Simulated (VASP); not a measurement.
# Hf (I4/mmm) in VASP: a series of runs, part 2 of 2

VASP 6.6.1. The steps go on from the part before.

**4. Single point, PBEsol (strain +0.080 along x and y, +0.000 along z)**

Contents of INCAR:

```
PREC     = Accurate       # precision mode
ENCUT    = 520            # plane-wave cutoff, eV
EDIFF    = 1E-7           # SCF threshold, eV
ISMEAR   = 0              # smearing method
SIGMA    = 0.15           # smearing width, eV
LREAL    = False          # projectors in reciprocal space
LASPH    = True           # aspherical terms in the spheres
NELM     = 60             # most SCF steps
ALGO     = Normal         # electronic algorithm
ISIF     = 2              # what is computed and relaxed
LWAVE    = False          # write WAVECAR
LCHARG   = False          # write CHGCAR
GGA      = PS             # functional
NBANDS   = 11             # bands
```

Contents of KPOINTS:

```
Automatic mesh
0
Gamma
  18 18 18
```

Contents of POSCAR:

```
Hf
1.0
    0.0000000000      2.3976000000      2.2200000000
    2.3976000000      0.0000000000      2.2200000000
    2.3976000000      2.3976000000      0.0000000000
Hf
1
Direct
    0.0000000000      0.0000000000      0.0000000000
```

Potentials or basis: VASP PAW PBE potentials, release 64 (Hf_pv).

Command:

```console
cat potpaw_PBE.64/Hf_pv/POTCAR > POTCAR
mpirun -np 1 vasp_std > vasp.out
```

OUTCAR:

```text
PREC = Accurate
   ENCUT = 520
   EDIFF = 1E-7
   ISMEAR = 0
   LREAL = False
   LASPH = True
   NELM = 60
   ISIF = 2
   GGA = PS

 ion  position               nearest neighbor table
   1  0.000  0.000  0.000-

  LATTYP: Found a body centered tetragonal cell.
 ALAT       =     3.3907184371
 C/A-ratio  =     1.3094570022

  Lattice vectors:

 A1 = (   0.0000000000,  -2.3976000000,  -2.2200000000)
 A2 = (   0.0000000000,   2.3976000000,  -2.2200000000)
 A3 = (   2.3976000000,   0.0000000000,   2.2200000000)

Analysis of symmetry for initial positions (statically):
=====================================================================
 Subroutine PRICEL returns:
 Original cell was already a primitive cell.

 Routine SETGRP: Setting up the symmetry group for a
 body centered tetragonal supercell.

 Subroutine GETGRP returns: Found 16 space group operations
 (whereof 16 operations were pure point group operations)
 out of a pool of 16 trial point group operations.

The static configuration has the point symmetry D_4h.

Analysis of symmetry for dynamics (positions and initial velocities):
[... 164 lines left out ...]
 k-point     1 :       0.0000    0.0000    0.0000
  band No.  band energies     occupation
      1     -26.7430      2.00000
      2     -26.7430      2.00000
      3     -26.7391      2.00000
      4      -3.0333      2.00000
      5       4.8170      0.00000
      6       4.8170      0.00000
      7       5.5490      0.00000
      8       6.8135      0.00000
      9       7.7995      0.00000
     10      14.7305      0.00000
     11      16.2768      0.00000
[... 309 lines left out ...]
 k-point    24 :      -0.2222    0.0556    0.0000
  band No.  band energies     occupation
      1     -26.9819      2.00000
      2     -26.7847      2.00000
      3     -26.7806      2.00000
      4      -1.4259      2.00000
      5       3.9257      0.04303
      6       5.0940      0.00000
      7       5.6206      0.00000
      8       6.7697      0.00000
      9       7.8288      0.00000
     10      14.9535      0.00000
     11      16.2787      0.00000

 [... further k-points ...]

------------------------ aborting loop because EDIFF is reached ----------------------------------------

  FORCE on cell =-STRESS in cart. coord.  units (eV):
  Direction    XX          YY          ZZ          XY          YZ          ZX
  --------------------------------------------------------------------------------------
  -------------------------------------------------------------------------------------
  Total       -2.4097130     -2.4097130     -1.8927312      0.0000000      0.0000000      0.0000000
  in kB     -151.2653557   -151.2653557   -118.8127628      0.0000000      0.0000000      0.0000000
  external PRESSURE =    -140.4478247 kB  Pullay stress =       0.0000000 kB

 VOLUME and BASIS-vectors are now :
 -----------------------------------------------------------------------------
  energy-cutoff  :      520.00
  volume of cell :       25.52
      direct lattice vectors                 reciprocal lattice vectors
     0.000000000  2.397600000  2.220000000    -0.208541875  0.208541875  0.225225225
     2.397600000  0.000000000  2.220000000     0.208541875 -0.208541875  0.225225225
     2.397600000  2.397600000  0.000000000     0.208541875  0.208541875 -0.225225225

 POSITION                                       TOTAL-FORCE (eV/Angst)
 -----------------------------------------------------------------------------------
      0.00000      0.00000      0.00000         0.000000     -0.000000      0.000000
 -----------------------------------------------------------------------------------
    total drift:                               -0.000000     -0.000000      0.000000

  FREE ENERGIE OF THE ION-ELECTRON SYSTEM (eV)
  ---------------------------------------------------
  free  energy   TOTEN  =       -10.2286193826 eV

  energy  without entropy=      -10.2077478593  energy(sigma->0) =      -10.21818362
```

OSZICAR:

```text
N       E                     dE             d eps       ncg     rms          rms(c)
DAV:   1     0.116299067272E+02    0.11630E+02   -0.56576E+03 10640   0.824E+02
DAV:   2    -0.102263887092E+02   -0.21856E+02   -0.21211E+02 13344   0.150E+02
DAV:   3    -0.107061517374E+02   -0.47976E+00   -0.47565E+00 13301   0.151E+01
DAV:   4    -0.107085567600E+02   -0.24050E-02   -0.24045E-02 12185   0.130E+00
DAV:   5    -0.107085736718E+02   -0.16912E-04   -0.16911E-04 13563   0.949E-02    0.424E+01
DAV:   6    -0.103493028911E+02    0.35927E+00   -0.30300E-01 11592   0.389E+00    0.252E+01
DAV:   7    -0.102363219706E+02    0.11298E+00   -0.43622E-01 12147   0.453E+00    0.123E+00
DAV:   8    -0.102287012874E+02    0.76207E-02   -0.37899E-02 11736   0.138E+00    0.756E-01
DAV:   9    -0.102286188503E+02    0.82437E-04   -0.67270E-04 13031   0.230E-01    0.589E-02
DAV:  10    -0.102286190272E+02   -0.17697E-06   -0.36302E-05 12518   0.438E-02    0.563E-02
DAV:  11    -0.102286193996E+02   -0.37235E-06   -0.22513E-06 13237   0.118E-02    0.133E-03
DAV:  12    -0.102286193826E+02    0.16992E-07   -0.37002E-08  8037   0.173E-03
   1 F= -.10228619E+02 E0= -.10218184E+02  d E =-.208715E-01
```

It took 1.7 min on 1 thread of Intel Xeon 8259CL, shared host; peak memory 0.26 GiB.

Results:

```yaml
Free_energy: -10.2286 eV
Pressure: -14.0 GPa
Band_gap_on_the_k_mesh: zero (bands 5 and 6 overlap by 1.79 eV)
```

Caveat: the cell differs from its parent crystal (strain +0.080 along x and y, +0.000 along z); the cell stands under tension; the PAW data sets were made with another functional, which shifts forces and pressure a little; spin-orbit coupling is left out, which moves the levels of the heavy elements.

**5. Single point, PBEsol (strain +0.080 along x and y, +0.040 along z)**

Contents of INCAR:

```
  ALGO = Fast
  EDIFF = 1E-7
  ENCUT = 520
  GGA = PS
  ISIF = 2
  ISMEAR = 0
  LASPH = T
  LCHARG = T
  LELF = T
  LREAL = F
  LVHAR = T
  LWAVE = F
  NBANDS = 11
  NELM = 100
  PREC = Accurate
  SIGMA = 0.15
```

Contents of KPOINTS:

```
k-points
0
Gamma
  18 18 18
```

Contents of POSCAR:

```
Hf
1.0
    0.0000000000      2.3976000000      2.3088000000
    2.3976000000      0.0000000000      2.3088000000
    2.3976000000      2.3976000000      0.0000000000
Hf
1
Direct
    0.0000000000      0.0000000000      0.0000000000
```

Potentials or basis: VASP PAW PBE potentials, release 64 (Hf_pv).

Command:

```console
cat potpaw_PBE.64/Hf_pv/POTCAR > POTCAR
mpirun -np 1 vasp_std > vasp.out
```

OUTCAR:

```text
EDIFF = 1E-7
   ENCUT = 520
   GGA = PS
   ISIF = 2
   ISMEAR = 0
   LASPH = T
   LREAL = F
   NELM = 100
   PREC = Accurate

 ion  position               nearest neighbor table
   1  0.000  0.000  0.000-

  LATTYP: Found a body centered tetragonal cell.
 ALAT       =     3.3907184371
 C/A-ratio  =     1.3618352823

  Lattice vectors:

 A1 = (   0.0000000000,  -2.3976000000,  -2.3088000000)
 A2 = (   0.0000000000,   2.3976000000,  -2.3088000000)
 A3 = (   2.3976000000,   0.0000000000,   2.3088000000)

[... 515 lines left out ...]
     11      16.6018      0.00000

 [... further k-points ...]

------------------------ aborting loop because EDIFF is reached ----------------------------------------

  FORCE on cell =-STRESS in cart. coord.  units (eV):
  Direction    XX          YY          ZZ          XY          YZ          ZX
  --------------------------------------------------------------------------------------
  -------------------------------------------------------------------------------------
  Total       -2.7713269     -2.7713269     -2.4880690      0.0000000      0.0000000     -0.0000000
  in kB     -167.2740518   -167.2740518   -150.1769356      0.0000000      0.0000000     -0.0000000
  external PRESSURE =    -161.5750131 kB  Pullay stress =       0.0000000 kB

 VOLUME and BASIS-vectors are now :
 -----------------------------------------------------------------------------
  energy-cutoff  :      520.00
  volume of cell :       26.54
      direct lattice vectors                 reciprocal lattice vectors
     0.000000000  2.397600000  2.308800000    -0.208541875  0.208541875  0.216562717
     2.397600000  0.000000000  2.308800000     0.208541875 -0.208541875  0.216562717
     2.397600000  2.397600000  0.000000000     0.208541875  0.208541875 -0.216562717

 POSITION                                       TOTAL-FORCE (eV/Angst)
 -----------------------------------------------------------------------------------
      0.00000      0.00000      0.00000        -0.000000      0.000000     -0.000000
 -----------------------------------------------------------------------------------
    total drift:                               -0.000000     -0.000000     -0.000000

  FREE ENERGIE OF THE ION-ELECTRON SYSTEM (eV)
  ---------------------------------------------------
  free  energy   TOTEN  =       -10.1430147447 eV

  energy  without entropy=      -10.1229483154  energy(sigma->0) =      -10.13298153
```

OSZICAR:

```text
N       E                     dE             d eps       ncg     rms          rms(c)
DAV:   1     0.116740155143E+02    0.11674E+02   -0.56476E+03 10632   0.821E+02
DAV:   2    -0.101677034318E+02   -0.21842E+02   -0.21194E+02 13480   0.150E+02
DAV:   3    -0.106493637291E+02   -0.48166E+00   -0.47497E+00 13372   0.151E+01
DAV:   4    -0.106518922611E+02   -0.25285E-02   -0.25275E-02 12164   0.131E+00
DAV:   5    -0.106519118872E+02   -0.19626E-04   -0.19626E-04 13587   0.997E-02    0.409E+01
RMM:   6    -0.102691215531E+02    0.38279E+00   -0.26967E-01 10671   0.328E+00    0.240E+01
RMM:   7    -0.101512711454E+02    0.11785E+00   -0.56840E-01 12294   0.485E+00    0.127E+00
RMM:   8    -0.101430947418E+02    0.81764E-02   -0.46860E-02 11240   0.161E+00    0.181E+00
RMM:   9    -0.101429494941E+02    0.14525E-03   -0.45837E-03 14083   0.544E-01    0.211E-01
RMM:  10    -0.101430426838E+02   -0.93190E-04   -0.10388E-03 14416   0.265E-01    0.101E-01
RMM:  11    -0.101431128943E+02   -0.70211E-04   -0.50440E-04 11886   0.152E-01    0.348E-01
RMM:  12    -0.101430112456E+02    0.10165E-03   -0.16672E-04 11949   0.912E-02    0.149E-02
RMM:  13    -0.101430136347E+02   -0.23891E-05   -0.21518E-05 13657   0.366E-02    0.189E-02
RMM:  14    -0.101430149018E+02   -0.12671E-05   -0.23756E-06 13078   0.115E-02    0.111E-02
RMM:  15    -0.101430147722E+02    0.12962E-06   -0.58705E-07 13169   0.509E-03    0.670E-03
RMM:  16    -0.101430147447E+02    0.27495E-07   -0.12518E-07 10407   0.225E-03
   1 F= -.10143015E+02 E0= -.10132982E+02  d E =-.200664E-01
```

stdout:

```text
POSCAR found type information on POSCAR Hf
 POSCAR found :  1 types and       1 ions
 scaLAPACK will be used
 -----------------------------------------------------------------------------
|                                                                             |
|                                                                             |
|     You enforced a specific xc type in the INCAR file but a different       |
|     I HOPE YOU KNOW WHAT YOU ARE DOING!                                     |
|                                                                             |
 -----------------------------------------------------------------------------

 LDA part: xc-table for (Slater+PW92), standard interpolation
 POSCAR, INCAR and KPOINTS ok, starting setup
 FFT: planning ... GRIDC
 FFT: planning ... GRID_SOFT
 FFT: planning ... GRID
 WAVECAR not read
 entering main loop
WARNING in EDDRMM: call to ZHEGV failed, returncode =   8  4     11
```

Wall time 5.6 min (1 thread of Intel Xeon 8259CL, shared host); peak memory 0.27 GiB.

What came out:

```yaml
Free_energy: -10.1430 eV
Pressure: -16.2 GPa
Band_gap_on_the_k_mesh: zero (bands 5 and 6 overlap by 1.78 eV)
```

Stress tensor (GPa, compression positive):
```
-16.73   0.00   0.00
  0.00 -16.73   0.00
  0.00   0.00 -15.02
```

Caveat: the cell differs from its parent crystal (strain +0.080 along x and y, +0.040 along z); the cell stands under tension; the PAW data sets were made with another functional, which shifts forces and pressure a little; spin-orbit coupling is left out, which moves the levels of the heavy elements.

**6. Overview**

| cell | gap on the mesh (eV) | pressure (GPa) |
| --- | --- | --- |
| a = 3.203, b = 3.203, c = 3.265 Å, angles 59.4, 59.4, 61.3°, 1 atom | none | -8.9 |
| a = 3.208, b = 3.208, c = 3.391 Å, angles 58.1, 58.1, 63.8°, 1 atom | none | -11.5 |
| a = 3.268, b = 3.268, c = 3.391 Å, angles 58.7, 58.7, 62.5°, 1 atom | none | -14.0 |
| a = 3.329, b = 3.329, c = 3.391 Å, angles 59.4, 59.4, 61.2°, 1 atom | none | -16.2 |

Alike in all rows: task single point; level PBEsol; potentials or basis VASP PAW PBE potentials, release 64 (Hf_pv); no spin polarisation; k mesh 18 × 18 × 18; cutoff (eV) 520; smearing gaussian 0.15 eV.

Caveats: the cell stands under tension; the PAW data sets were made with another functional, which shifts forces and pressure a little; spin-orbit coupling is left out, which moves the levels of the heavy elements.

Absolute energies hang on the potentials; compare differences alone.
